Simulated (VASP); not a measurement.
A run of VASP 6.6.1 is set up as follows.

Contents of POSCAR:

```
MgO
1.0
    3.4629787849      0.0000000000      0.0000000000
   -1.7314893925      2.9990276847      0.0000000000
    0.0000000000      0.0000000000      4.1499996115
Mg O
2 2
Direct
    0.6666666667      0.3333333333      0.7500000000
    0.3333333333      0.6666666667      0.2500000000
    0.6666666667      0.3333333333      0.2500000000
    0.3333333333      0.6666666667      0.7500000000
```

INCAR.step1

```
SYSTEM = MgO
PREC = Accurate ; ENCUT = 520
ISMEAR = 0 ; SIGMA = 0.01
LREAL = .False. ; LASPH = .True.
NELM = 100 ; NBANDS = 16
GGA = PE ; ALGO = Normal
EDIFF = 1E-4 ; LWAVE = .True.
LCHARG = .False.
```

INCAR.step2

```
SYSTEM = MgO
PREC = Accurate ; ENCUT = 520
EDIFF = 1E-7 ; ISMEAR = 0
SIGMA = 0.01 ; LREAL = .False.
LASPH = .True. ; NELM = 100
ALGO = Normal ; ISIF = 2
LWAVE = .False. ; LCHARG = .True.
METAGGA = R2SCAN ; LMIXTAU = .True.
LELF = .True. ; LVHAR = .True.
NBANDS = 16 ; ISTART = 1
```

Contents of KPOINTS:

```
Automatic mesh
0
Gamma
  6 6 6
  0 0 0
```

Potentials or basis: VASP PAW PBE potentials, release 64 (Mg, O).

Launch:

```sh
$ cat potpaw_PBE.64/Mg/POTCAR potpaw_PBE.64/O/POTCAR > POTCAR
$ cp INCAR.step1 INCAR
$ mpirun -np 1 vasp_std > vasp.out
$ cp INCAR.step2 INCAR
$ mpirun -np 1 vasp_std > vasp.out
```

(1) Estimate the pressure.

(2) Estimate the band gap on the k mesh.

Answers

(1) 2.2 GPa.

(2) 4.19 eV, direct.

Caveat: the PAW data sets were made with another functional, which shifts forces and pressure a little.
